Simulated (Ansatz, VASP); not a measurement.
One calculation of BiC, two programs

Contents of INCAR:

```
SYSTEM = BiC
PREC = Accurate
ENCUT = 600
EDIFF = 1E-7
ISMEAR = 0
SIGMA = 0.1
LREAL = .FALSE.
LASPH = .TRUE.
NELM = 60
ALGO = Normal
ISIF = 3
LWAVE = .FALSE.
LCHARG = .FALSE.
GGA = PE
IBRION = 2
NSW = 90
EDIFFG = -0.04
```

KPOINTS

```
Automatic mesh
0
G
  6 6 6
  0 0 0
```

Contents of POSCAR:

```
BiC
1.0
    3.4016360293      0.0000000000      0.0000000000
    0.0000000000      3.4016360293      0.0000000000
    0.0000000000      0.0000000000      3.4016360293
Bi C
1 1
Direct
    0.0000000000      0.0000000000      0.0000000000
    0.5000000000      0.5000000000      0.5000000000
```

Input for Ansatz:

```yaml
crystal:
  lattice:
    - [3.4016360293, 0.0, 0.0]
    - [0.0, 3.4016360293, 0.0]
    - [0.0, 0.0, 3.4016360293]
  atoms:
    - { symbol: Bi, position: [0.0, 0.0, 0.0] }
    - { symbol: C, position: [0.5, 0.5, 0.5] }
basis:
  ecutwfc: 420
kpoints:
  mp_grid: { grid: [6, 6, 6] }
hamiltonian:
  xc: pbe
scf:
  occupations: { method: gaussian, width: 0.1 }
  lower_state_search: "off"
output:
  forces: true
  stress: true
  eigenvalues: true
relax:
  adjacent_minimum: "off"
  f_tol: 0.04
  max_steps: 70
  cell: { stress_tol: 0.4 }
```

Alike in both runs: task relaxation of cell and atoms; functional PBE; k mesh 6 × 6 × 6; occupations gaussian, width 0.1 eV; no spin polarisation.

|  | VASP | Ansatz |
| --- | --- | --- |
| version | VASP 6.6.1 | Ansatz 0.2.0 |
| potentials or method | VASP PAW PBE potentials, release 64 (Bi_d, C), cutoff 600 eV | scalar-relativistic, plane waves, PAW |
| valence electrons in the cell | 19 | 19 |

|  | VASP | Ansatz | Ansatz less VASP |
| --- | --- | --- | --- |
| gap on the k mesh at the Fermi level, each at its own relaxed structure (eV) | none | none | - |
| relaxed volume (Å³/atom) | 17.06 | 17.10 | +0.040 |
| relaxed cell length with the largest relative difference (Å) | 3.243 | 3.246 | +0.0025 |

A gap of «none» marks a metal or a gap that the smearing closes.

Spin-orbit coupling is off throughout. Noted on VASP's run: too few bands were computed for a metal, which touches its energy and stress.
